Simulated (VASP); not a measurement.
TiRu4, 10 atoms in the cell. It takes space group P2_1/m (No. 11, monoclinic). The conventional cell has a = 4.772 Å, b = 4.349 Å, c = 7.228 Å, α = 90.00°, β = 108.74°, γ = 90.00°. Within 3.5 Å of Ti (site symmetry m) lie 12 Ru at 2.67 to 2.81 Å. Within 3.5 Å of Ru (site symmetry m) lie 9 Ru at 2.67 to 2.76 Å and 3 Ti at 2.72 to 2.75 Å. Within 3.5 Å of Ru (site symmetry m) lie 8 Ru at 2.65 to 2.83 Å and 4 Ti at 2.71 to 2.81 Å. Within 3.5 Å of Ru (site symmetry m) lie 9 Ru at 2.66 to 2.83 Å and 3 Ti at 2.67 to 2.78 Å. Ru (site symmetry m) has 10 Ru at 2.66 to 2.80 Å and 2 Ti at 2.73 to 2.80 Å within 3.5 Å. 

| Property | Result |
| --- | --- |
| Program | VASP 6.6.1 |
| Task | single point |
| Functional | PBE |
| Potentials or basis | VASP PAW PBE potentials, release 64 (Ti_sv, Ru_pv) |
| Cutoff | 520 eV |
| k mesh | 6 × 6 × 4 |
| Occupations | gaussian, width 0.2 eV |
| Spin | no spin polarisation |
| Dipole correction | no |
| Further INCAR settings | ALGO = Fast; EDIFF = 1e-06; NBANDS = 79 |

Potentials or basis: VASP PAW PBE potentials, release 64 (Ti_sv, Ru_pv).

Launch:

```bash
$ cat potpaw_PBE.64/Ti_sv/POTCAR potpaw_PBE.64/Ru_pv/POTCAR > POTCAR
$ mpirun -np 1 vasp_std > vasp.out
```

Hardware: 1 thread of Intel(R) Xeon(R) Platinum 8259CL CPU @ 2.50GHz (Skylake/Cascade Lake), with other jobs on the host.

Question: How long does it take, and how much memory?

Answer: It took 20 min on 1 thread of Intel(R) Xeon(R) Platinum 8259CL CPU @ 2.50GHz (Skylake/Cascade Lake), on a shared host, peak memory 0.55 GiB. Counts: scf iterations 26, k points 56.
